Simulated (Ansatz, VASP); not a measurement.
Ti in VASP and in Ansatz

```
Ti
1.0
     2.86387    0.00000    0.00000
    -1.43193    2.48018    0.00000
     0.00000    0.00000    4.53999
Ti
2
Cartesian
  0.0000 1.6535 1.1350
  1.4319 0.8267 3.4050
```

Alike in both runs: task single point; functional LDA; k mesh 13 × 13 × 7; occupations gaussian, width 0.1 eV; no spin polarisation.

|  | VASP | Ansatz |
| --- | --- | --- |
| version | VASP 6.6.1 | Ansatz 0.2.0 |
| potentials or method | VASP PAW LDA potentials, release 64 (Ti_sv), cutoff 520 eV | plane waves (420 eV) with PAW, scalar-relativistic |
| valence electrons in the cell | 24 | 24 |

Ansatz gave:

```
pressure (GPa)                                                : -0.1
traceless stress, the component that is largest in VASP (GPa) : 0.23
```

**Question.** Estimate VASP's values.

**Answer.** Pressure (GPa): -0.2; traceless stress, the component that is largest in VASP (GPa): 0.25.

Ansatz warns that its potentials were made for another functional, while VASP's fit it. LDA's correlation is that of Perdew and Zunger in VASP and of Perdew and Wang (1992) in Ansatz.
